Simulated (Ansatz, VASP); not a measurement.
**Two plane-wave programs on CO**

```xyz
2
Lattice="14.0000 0.0000 0.0000 0.0000 14.0000 0.0000 0.0000 0.0000 14.0000" Properties=species:S:1:pos:R:3 pbc="T T T"
C     7.0000    7.0000    6.4360
O     7.0000    7.0000    7.5640
```

Alike in both runs: task single point; functional r2SCAN; k mesh 1 × 1 × 1; no spin polarisation.

|  | VASP | Ansatz |
| --- | --- | --- |
| version | VASP 6.6.1 | Ansatz 0.2.0 |
| potentials or method | VASP PAW PBE potentials, release 64 (C, O) | scalar-relativistic, plane waves, PAW |
| plane-wave cutoff (eV) | 580 | 500 |
| occupations | gaussian, width 0.01 eV | fixed |
| valence electrons in the cell | 10 | 10 |

|  | VASP | Ansatz | Ansatz less VASP |
| --- | --- | --- | --- |
| rms of the force components (eV/Å) | 0.462 | 0.129 | -0.3328 |

VASP's potentials were made for PBE, not for r2SCAN. Atom by atom the forces differ by 0.590 eV/Å (rms over components). One of these differences is far larger than is usual between the two programs; its cause wasn't traced.

Noted on VASP's run: the standard files for N, O and F lose accuracy on very short bonds.
